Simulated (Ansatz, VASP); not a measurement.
**Two plane-wave programs on AlP**

```
Al P
1.0
     0.00000    2.73200    2.73200
     2.73200    0.00000    2.73200
     2.73200    2.73200    0.00000
Al P
1 1
Direct
  0.00000 0.00000 0.00000
  0.25000 0.25000 0.25000
```

Alike in both runs: task single point; functional LDA; k mesh 6 × 6 × 6; occupations gaussian, width 0.1 eV; no spin polarisation.

|  | VASP | Ansatz |
| --- | --- | --- |
| version | VASP 6.6.1 | Ansatz 0.2.0 |
| potentials or method | VASP PAW LDA potentials, release 64 (Al, P), cutoff 500 eV | scalar-relativistic, plane waves, PAW |
| valence electrons in the cell | 8 | 8 |

|  | VASP | Ansatz | Ansatz less VASP |
| --- | --- | --- | --- |
| gap on the k mesh at the Fermi level (eV) | 1.44 | 1.45 | +0.004 |
| least direct gap on the mesh (eV) | 3.10 | 3.08 | -0.016 |
| pressure (GPa) | -1.4 | -1.4 | -0.05 |

Ansatz warns that its potentials were made for another functional, while VASP's fit it. LDA's correlation is that of Perdew and Zunger in VASP and of Perdew and Wang (1992) in Ansatz.
